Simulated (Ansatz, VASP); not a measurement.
# Sn in VASP and in Ansatz

```
Sn
1.0
     0.00000    3.27107    3.27107
     3.27107    0.00000    3.27107
     3.27107    3.27107    0.00000
Sn
2
Cartesian
  -0.6706 -0.9650 -0.9650
  0.6706 0.9650 0.9650
```

Change from the starting cell: shortest bond scaled by 0.82, LAPW.

Alike in both runs: task single point; functional PBEsol; k mesh 8 × 8 × 8; occupations fermi-dirac, width 0.05 eV; no spin polarisation.

|  | VASP | Ansatz |
| --- | --- | --- |
| version | VASP 6.6.1 | Ansatz 0.2.0 |
| potentials or method | VASP PAW PBE potentials, release 64 (Sn_d), cutoff 520 eV | all-electron LAPW, scalar-relativistic |

|  | VASP | Ansatz | Ansatz less VASP |
| --- | --- | --- | --- |
| pressure (GPa) | 7.0 | 7.1 | +0.02 |
| traceless stress, the component that is largest in VASP (GPa) | -11.31 | -11.23 | +0.073 |
| rms of the force components (eV/Å) | 4.330 | 4.308 | -0.0225 |

VASP's potentials were made for PBE, not for PBEsol. Atom by atom the forces differ by 0.022 eV/Å (rms over components). Ansatz ran all-electron here, and VASP with PAW potentials.
